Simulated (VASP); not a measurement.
# Al2H (Fm-3m) in VASP: further runs

Runs on Al2H. Level: PBE. Tasks: single point, relaxation of cell and atoms.

All numbers are computed with VASP 6.6.1; they aren't measurements. Logs are shortened: lines on timing, memory, paths and dates and some standing lists are left out, and cuts for length are marked.

## 1. The cell of the first run

The structure is cubic, space group Fm-3m (No. 225). Conventional cell: a = 5.488 Å, b = 5.488 Å, c = 5.488 Å, α = 90.00°, β = 90.00°, γ = 90.00°. Al (site symmetry -43m) has 4 H at 2.38 Å and 6 Al at 2.74 Å within 3.1 Å. Within 3.1 Å of H (site symmetry m-3m) lie 8 Al at 2.38 Å.

The cell was generated, and may not be a known phase.

## 2. Single point, PBE

INCAR

```
SYSTEM = Al2H
ALGO = Normal ; EDIFF = 1E-6
ENCUT = 500 ; GGA = PE
GGA_COMPAT = .False. ; ISIF = 2
ISMEAR = 0 ; LASPH = .True.
LCHARG = .False. ; LREAL = .False.
LWAVE = .False. ; NBANDS = 10
NELM = 120 ; PREC = Accurate
SIGMA = 0.2
```

KPOINTS

```
k-points
0
Gamma
  6 6 6
  0 0 0
```

POSCAR

```
Al2H
1.0
    0.0000000000      2.7441561166      2.7441561166
    2.7441561166      0.0000000000      2.7441561166
    2.7441561166      2.7441561166      0.0000000000
Al H
2 1
Direct
    0.2500000000      0.2500000000      0.2500000000
    0.7500000000      0.7500000000      0.7500000000
    0.0000000000      0.0000000000      0.0000000000
```

Potentials or basis: VASP PAW PBE potentials, release 64 (Al, H).

On the command line:

```console
cat potpaw_PBE.64/Al/POTCAR potpaw_PBE.64/H/POTCAR > POTCAR
mpirun -np 1 vasp_std > vasp.out
```

OUTCAR:

```text
SYSTEM = Al2H
   EDIFF = 1E-6
   ENCUT = 500
   GGA = PE
   ISIF = 2
   ISMEAR = 0
   LASPH = .True.
   LREAL = .False.
   NELM = 120
   PREC = Accurate

 ion  position               nearest neighbor table
   1  0.250  0.250  0.250-   2 2.74   2 2.74   2 2.74   2 2.74   2 2.74   2 2.74
   2  0.750  0.750  0.750-   1 2.74   1 2.74   1 2.74   1 2.74   1 2.74   1 2.74
   3  0.000  0.000  0.000-

  LATTYP: Found a face centered cubic cell.
 ALAT       =     5.4883122332

  Lattice vectors:

 A1 = (   0.0000000000,   2.7441561166,   2.7441561166)
 A2 = (   2.7441561166,   0.0000000000,   2.7441561166)
 A3 = (   2.7441561166,   2.7441561166,   0.0000000000)

Analysis of symmetry for initial positions (statically):
=====================================================================
 Subroutine PRICEL returns:
 Original cell was already a primitive cell.

 Routine SETGRP: Setting up the symmetry group for a
 face centered cubic supercell.

 Subroutine GETGRP returns: Found 48 space group operations
 (whereof 48 operations were pure point group operations)
 out of a pool of 48 trial point group operations.

The static configuration has the point symmetry O_h .

Analysis of symmetry for dynamics (positions and initial velocities):
=====================================================================
 Subroutine PRICEL returns:
 Original cell was already a primitive cell.

 Routine SETGRP: Setting up the symmetry group for a
 face centered cubic supercell.

 Subroutine GETGRP returns: Found 48 space group operations
 (whereof 48 operations were pure point group operations)
 out of a pool of 48 trial point group operations.

The dynamic configuration has the point symmetry O_h .

 Subroutine INISYM returns: Found 48 space group operations
 (whereof 48 operations are pure point group operations),
 and found     1 'primitive' translations

----------------------------------------------------------------------------------------

                                     Primitive cell

  volume of cell :      41.3291

  direct lattice vectors                    reciprocal lattice vectors
     0.000000000  2.744156117  2.744156117    -0.182205377  0.182205377  0.182205377
     2.744156117  0.000000000  2.744156117     0.182205377 -0.182205377  0.182205377
     2.744156117  2.744156117  0.000000000     0.182205377  0.182205377 -0.182205377

  length of vectors
     3.880822797  3.880822797  3.880822797     0.315588971  0.315588971  0.315588971

  position of ions in fractional coordinates (direct lattice)
     0.250000000  0.250000000  0.250000000
     0.750000000  0.750000000  0.750000000
     0.000000000  0.000000000  0.000000000

  ion indices of the primitive-cell ions
   primitive index   ion index
                 1           1
                 2           2
                 3           3

----------------------------------------------------------------------------------------

 KPOINTS: k-points

Automatic generation of k-mesh.
 Grid dimensions read from file:
 generate k-points for:    6    6    6

 Generating k-lattice:

  Cartesian coordinates                     Fractional coordinates (reciprocal lattice)
    -0.030367563  0.030367563  0.030367563     0.166666667  0.000000000  0.000000000
     0.030367563 -0.030367563  0.030367563     0.000000000  0.166666667  0.000000000
     0.030367563  0.030367563 -0.030367563     0.000000000  0.000000000  0.166666667

  Length of vectors
     0.052598162  0.052598162  0.052598162

  Shift w.r.t. Gamma in fractional coordinates (k-lattice)
     0.000000000  0.000000000  0.000000000

 Subroutine IBZKPT returns following result:
 ===========================================

 Found     16 irreducible k-points:

 Following reciprocal coordinates:
            Coordinates               Weight
  0.000000  0.000000  0.000000      1.000000
  0.166667  0.000000  0.000000      8.000000
  0.333333  0.000000  0.000000      8.000000
  0.500000  0.000000  0.000000      4.000000
  0.166667  0.166667  0.000000      6.000000
  0.333333  0.166667  0.000000     24.000000
[... 8 lines left out ...]
 -0.333333  0.333333  0.166667     24.000000
 -0.333333  0.500000  0.166667     12.000000
   k-points           NKPTS =     16   k-points in BZ     NKDIM =     16   number of bands    NBANDS=     10
   number of dos      NEDOS =    301   number of ions     NIONS =      3
   total plane-waves  NPLWV =  21952
   dimension x,y,z NGX =    28 NGY =   28 NGZ =   28
   dimension x,y,z NGXF=    56 NGYF=   56 NGZF=   56
   ions per type =               2   1
   NGX,Y,Z   is equivalent  to a cutoff of  11.99, 11.99, 11.99 a.u.
   NGXF,Y,Z  is equivalent  to a cutoff of  23.99, 23.99, 23.99 a.u.
 SYSTEM =  Al2H
   PREC   = accura    normal or accurate (medium, high low for compatibility)
   ISTART =      0    job   : 0-new  1-cont  2-samecut
   ICHARG =      2    charge: 1-file 2-atom 10-const
   ISPIN  =      1    spin polarized calculation?
   LNONCOLLINEAR =      F non collinear calculations
   LSORBIT =      F    spin-orbit coupling
   LASPH  =      T    aspherical Exc in radial PAW
   ENCUT  =  500.0 eV  36.75 Ry    6.06 a.u.   7.08  7.08  7.08*2*pi/ulx,y,z
   NELM   =    120;   NELMIN=  2; NELMDL= -5     # of ELM steps
   EDIFF  = 0.1E-05   stopping-criterion for ELM
   LREAL  =      F    real-space projection
   EDIFFG = 0.1E-04   stopping-criterion for IOM
   NSW    =      0    number of steps for IOM
   IBRION =     -1    ionic relax: 0-MD 1-quasi-New 2-CG
   NFREE  =      0    steps in history (QN), initial steepest desc. (CG)
   ISIF   =      2    stress and relaxation
   ISYM   =      2    0-nonsym 1-usesym 2-fastsym
   POTIM  = 0.5000    time-step for ionic-motion
   TEBEG  =    0.0;   TEEND  =   0.0 temperature during run
   PSTRESS=    0.0 pullay stress
   NELECT =       7.0000    total number of electrons
   NUPDOWN=      -1.0000    fix difference up-down
   EMIN   =  10.00;   EMAX   =-10.00  energy-range for DOS
   EFERMI =   0.00;   METHOD = LEGACY
   ISMEAR =     0;   SIGMA  =   0.20  broadening in eV -4-tet -1-fermi 0-gaus
   EFERMI_NEDOS =   21; number of points for ismear=-14 and -15
   IALGO  =     38    algorithm
   IMIX   =      4    mixing-type and parameters
     AMIX     =   0.40;   BMIX     =  1.00
     AMIX_MAG =   1.60;   BMIX_MAG =  1.00
  volume/ion in A,a.u.               =      13.78        92.97
  Fermi-wavevector in a.u.,A,eV,Ry     =   0.905779  1.711673 11.162693  0.820435
  Thomas-Fermi vector in A             =   2.029387
   LORBIT       =      0    0 simple, 1 ext, 2 COOP (PROOUT), +10 PAW based schemes
   GGA     = PE    functional components
   LHFCALC =     F    Hartree Fock is set to
   AEXX    =    0.0000 exact exchange contribution
   IVDW    =     0    specifies the selected vdW correction
   LEPSILON=     F    determine dielectric tensor
   LRPA    =     F    only Hartree local field effects (RPA)
 non-spin polarized calculation
 Gauss-broadening in eV      SIGMA  =   0.20
  energy-cutoff  :      500.00
  volume of cell :       41.33
 maximum number of plane-waves:      1067
   NGX = 15   NGY = 15   NGZ = 15

 number of electron       7.0000000 magnetization

 Free energy of the ion-electron system (eV)
  ---------------------------------------------------
  ext. energy  EPLUGINS =         0.00000000
  ---------------------------------------------------
  free energy    TOTEN  =        -9.21838080 eV

  energy without entropy =       -9.20234347  energy(sigma->0) =       -9.21036214

 E-fermi :   6.0374     XC(G=0):  -9.7223

 val. band max:        5.9582837076   @ k =  -0.3333   0.3333   0.0000
 cond. band min:       6.2582356495   @ k =   0.3333   0.3333   0.0000
 fundamental gap:      0.2999519420
 Fermi energy:         6.0373762565

 k-point     1 :       0.0000    0.0000    0.0000
  band No.  band energies     occupation
      1      -4.6318      2.00000
      2       7.4183      0.00000
      3       8.5010      0.00000
      4       8.5010      0.00000
      5       8.5010      0.00000
      6      10.7297      0.00000
      7      10.7297      0.00000
      8      10.7297      0.00000
      9      12.3211      0.00000
     10      13.6084      0.00000

 k-point     2 :       0.1667    0.0000    0.0000
  band No.  band energies     occupation
      1      -4.2374      2.00000
      2       5.1750      2.00000
      3       7.4725      0.00000
      4       8.0967      0.00000
      5       8.0967      0.00000
      6      11.2199      0.00000
      7      11.2199      0.00000
      8      12.0437      0.00000
      9      12.0437      0.00000
     10      12.2613      0.00000

 k-point     3 :       0.3333    0.0000    0.0000
  band No.  band energies     occupation
      1      -3.0842      2.00000
      2       1.8839      2.00000
      3       7.0035      0.00000
      4       7.8519      0.00000
      5       7.8519      0.00000
      6       9.4526      0.00000
      7       9.4526      0.00000
      8      11.7276      0.00000
      9      14.4590      0.00000
     10      14.4590      0.00000

 k-point     4 :       0.5000    0.0000    0.0000
  band No.  band energies     occupation
      1      -1.7400      2.00000
      2      -0.1991      2.00000
      3       6.8387      0.00000
      4       8.1021      0.00000
      5       8.1021      0.00000
      6       8.4835      0.00000
      7       8.4835      0.00000
      8      11.2906      0.00000
      9      16.9210      0.00000
     10      17.6196      0.00000
[... 118 lines left out ...]
 k-point    14 :       0.5000    0.3333    0.1667
  band No.  band energies     occupation
      1      -2.0756      2.00000
      2       2.4751      2.00000
      3       3.0827      2.00000
      4       4.8415      2.00000
      5       8.7022      0.00000
      6       9.0454      0.00000
      7      11.0241      0.00000
      8      14.4878      0.00000
      9      15.7312      0.00000
     10      16.7273      0.00000

 k-point    15 :      -0.3333    0.3333    0.1667
  band No.  band energies     occupation
      1      -0.8014      2.00000
      2       0.7984      2.00000
      3       2.7922      2.00000
      4       4.0773      2.00000
      5       8.8122      0.00000
      6       9.9681      0.00000
      7      11.4792      0.00000
      8      13.3083      0.00000
      9      15.9727      0.00000
     10      16.7105      0.00000

 k-point    16 :      -0.3333    0.5000    0.1667
  band No.  band energies     occupation
      1      -0.2227      2.00000
      2       0.9648      2.00000
      3       2.5596      2.00000
      4       3.0878      2.00000
      5       8.4009      0.00000
      6       8.6479      0.00000
      7      12.7770      0.00000
      8      13.4513      0.00000
      9      18.4356      0.00000
     10      18.6956      0.00000

------------------------ aborting loop because EDIFF is reached ----------------------------------------

  FORCE on cell =-STRESS in cart. coord.  units (eV):
  Direction    XX          YY          ZZ          XY          YZ          ZX
  --------------------------------------------------------------------------------------
  -------------------------------------------------------------------------------------
  Total        0.0407467      0.0407467      0.0407467      0.0000000     -0.0000000      0.0000000
  in kB        1.5795982      1.5795982      1.5795982      0.0000000     -0.0000000      0.0000000
  external PRESSURE =       1.5795982 kB  Pullay stress =       0.0000000 kB

 VOLUME and BASIS-vectors are now :
 -----------------------------------------------------------------------------
  energy-cutoff  :      500.00
  volume of cell :       41.33
      direct lattice vectors                 reciprocal lattice vectors
     0.000000000  2.744156117  2.744156117    -0.182205377  0.182205377  0.182205377
     2.744156117  0.000000000  2.744156117     0.182205377 -0.182205377  0.182205377
     2.744156117  2.744156117  0.000000000     0.182205377  0.182205377 -0.182205377

 POSITION                                       TOTAL-FORCE (eV/Angst)
 -----------------------------------------------------------------------------------
      1.37208      1.37208      1.37208         0.000000      0.000000      0.000000
      4.11623      4.11623      4.11623        -0.000000     -0.000000     -0.000000
      0.00000      0.00000      0.00000         0.000000      0.000000      0.000000
 -----------------------------------------------------------------------------------
    total drift:                               -0.000000     -0.000000     -0.000000

  FREE ENERGIE OF THE ION-ELECTRON SYSTEM (eV)
  ---------------------------------------------------
  free  energy   TOTEN  =        -9.2183808032 eV

  energy  without entropy=       -9.2023434702  energy(sigma->0) =       -9.21036214
```

It took 11 s on 1 thread of Intel Xeon 8259CL, shared host; peak memory 0.15 GiB.

Results:

```yaml
Free_energy: -9.2184 eV
Pressure: 0.2 GPa
Band_gap_on_the_k_mesh: zero (an odd number of electrons rules out a gap without spin polarisation)
```

## 3. Relaxation of cell and atoms, PBE

This run uses another cell than the first one, of 12.28 Å³/atom.

INCAR

```
SYSTEM = Al2H
ALGO = Normal ; EDIFF = 1E-7
EDIFFG = -0.08 ; ENCUT = 500
GGA = PE ; GGA_COMPAT = .FALSE.
IBRION = 2 ; ISIF = 3
ISMEAR = 0 ; LASPH = .TRUE.
LCHARG = .FALSE. ; LREAL = .FALSE.
LWAVE = .FALSE. ; NELM = 120
NELMIN = 4 ; NSW = 36
PREC = Accurate ; SIGMA = 0.2
```

KPOINTS

```
k-points
0
G
  6 6 6
  0 0 0
```

POSCAR

```
Al2H
1.0
    0.0000000000      2.6411161900      2.6411161900
    2.6411161900      0.0000000000      2.6411161900
    2.6411161900      2.6411161900      0.0000000000
Al H
2 1
Direct
    0.2500000000      0.2500000000      0.2500000000
    0.7500000000      0.7500000000      0.7500000000
    0.0000000000      0.0000000000      0.0000000000
```

Potentials or basis: VASP PAW PBE potentials, release 64 (Al, H).

On the command line:

```console
cat potpaw_PBE.64/Al/POTCAR potpaw_PBE.64/H/POTCAR > POTCAR
mpirun -np 1 vasp_std > vasp.out
```

Wall time 19 s (1 thread of Intel Xeon 8259CL, shared host); peak memory 0.15 GiB.

Results (log left out):

* Free energy: -9.2162 eV
* Relaxed volume: 13.86 Å³/atom
* Relaxed cell: a = 3.889 Å, b = 3.889 Å, c = 3.889 Å, α = 60.00°, β = 60.00°, γ = 60.00°
* Space group after relaxing (to 0.1 Å): Fm-3m (No. 225)
* Energy gained by relaxing: 36.9 meV/atom
* Ionic steps: 3
* Pressure after relaxing: -0.2 GPa
* Band gap on the k mesh: zero (an odd number of electrons rules out a gap without spin polarisation)

The path:
```
step  energy change (eV)  largest force (eV/Å)  pressure (GPa)  volume (Å³)
   1              0.0000                0.0000            8.55        36.85
   2             -0.1065                0.0000            1.46        40.45
   3             -0.1107                0.0000           -0.23        41.58
```

Final structure:
```xyz
3
Lattice="0.0000 2.7497 2.7497 2.7497 0.0000 2.7497 2.7497 2.7497 0.0000" Properties=species:S:1:pos:R:3 pbc="T T T"
Al    1.3748    1.3748    1.3748
Al    4.1245    4.1245    4.1245
H     0.0000    0.0000    0.0000
```

Levels at points of the mesh, in eV from the Fermi level:
| k point | band 1 | band 2 | band 3 | band 4 | band 5 | band 6 | band 7 |
| --- | --- | --- | --- | --- | --- | --- | --- |
| (0.00, 0.00, 0.00) | -10.63 | 1.37 | 2.45 | 2.45 | 2.45 | 4.69 | 4.69 |
| (0.50, 0.00, 0.00) | -7.75 | -6.21 | 0.78 | 2.06 | 2.06 | 2.44 | 2.44 |
| (0.50, 0.50, 0.00) | -6.44 | -5.60 | -1.07 | -1.07 | -0.70 | -0.57 | 10.16 |

The gap in the log of VASP goes by the Fermi energy; the results here count the filled bands.